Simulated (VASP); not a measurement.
Li2Se, 3 atoms in the cell. Symmetry: Fm-3m, No. 225, cubic system. Conventional cell: a = 6.017 Å, b = 6.017 Å, c = 6.017 Å, α = 90.00°, β = 90.00°, γ = 90.00°. Li (site symmetry -43m) has 4 Se at 2.61 Å and 6 Li at 3.01 Å within 3.4 Å. Se (site symmetry m-3m) has 8 Li at 2.61 Å within 3.4 Å. 

* Program: VASP 6.6.1
* Task: single point
* Functional: r2SCAN
* Potentials or basis: VASP PAW PBE potentials, release 64 (Li_sv, Se)
* Cutoff: 830 eV
* k mesh: 8 × 8 × 8
* Occupations: gaussian, width 0.05 eV
* Spin: no spin polarisation
* Dipole correction: no
* Further INCAR settings: ALGO = Normal; EDIFF = 1e-06; NBANDS = 13

Potentials or basis: VASP PAW PBE potentials, release 64 (Li_sv, Se).

Command:

```console
$ cat potpaw_PBE.64/Li_sv/POTCAR potpaw_PBE.64/Se/POTCAR > POTCAR
$ cp INCAR.step1 INCAR
$ mpirun -np 1 vasp_std > vasp.out
$ cp INCAR.step2 INCAR
$ mpirun -np 1 vasp_std > vasp.out
```

Hardware: 1 thread of Intel(R) Xeon(R) Platinum 8375C CPU @ 2.90GHz (Ice Lake), with other jobs on the host.

**Question.** Estimate the wall time of this run.

**Answer.** Wall time 2.3 min on 1 thread of Intel(R) Xeon(R) Platinum 8375C CPU @ 2.90GHz (Ice Lake) (shared host), peak memory 0.27 GiB. Counts: k points 29.
